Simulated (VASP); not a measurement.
A run of VASP 6.6.1 is set up as follows.

Contents of INCAR:

```
SYSTEM = In3Se
PREC     = Accurate       ! precision mode
ENCUT    = 520            ! plane-wave cutoff, eV
EDIFF    = 1E-6           ! SCF threshold, eV
ISMEAR   = 0              ! smearing method
SIGMA    = 0.15           ! smearing width, eV
LREAL    = .False.        ! projectors in reciprocal space
LASPH    = .True.         ! aspherical terms in the spheres
NELM     = 80             ! most SCF steps
ALGO     = Normal         ! electronic algorithm
ISIF     = 2              ! what is computed and relaxed
LWAVE    = .False.        ! write WAVECAR
LCHARG   = .False.        ! write CHGCAR
GGA      = PS             ! functional
IVDW     = 12             ! dispersion correction
NBANDS   = 30             ! bands
```

KPOINTS

```
Automatic mesh
0
Gamma
  10 10 10
  0 0 0
```

POSCAR

```
In3Se
1.0
    4.6566713068      0.0000000000      0.0000000000
    0.0000000000      4.5878535042      0.0000000000
    0.0000000000      0.0000000000      4.5878535042
In Se
3 1
Direct
    0.0000000000      0.5000000000      0.5000000000
    0.5000000000      0.0000000000      0.5000000000
    0.5000000000      0.5000000000      0.0000000000
    0.0000000000      0.0000000000      0.0000000000
```

Potentials or basis: VASP PAW PBE potentials, release 64 (In_d, Se).

Run with:

```console
$ cat potpaw_PBE.64/In_d/POTCAR potpaw_PBE.64/Se/POTCAR > POTCAR
$ mpirun -np 1 vasp_std > vasp.out
```

(1) Estimate the pressure.

(2) Estimate the band gap on the k mesh.

Results:

(1) -0.7 GPa.

(2) zero (an odd number of electrons rules out a gap without spin polarisation).

Caveat: the cell differs from its parent crystal (strain +0.0150 x Voigt [1, 0, 0, 0, 0, 0]); the PAW data sets were made with another functional, which shifts forces and pressure a little; spin-orbit coupling is left out, which moves the levels of the heavy elements.
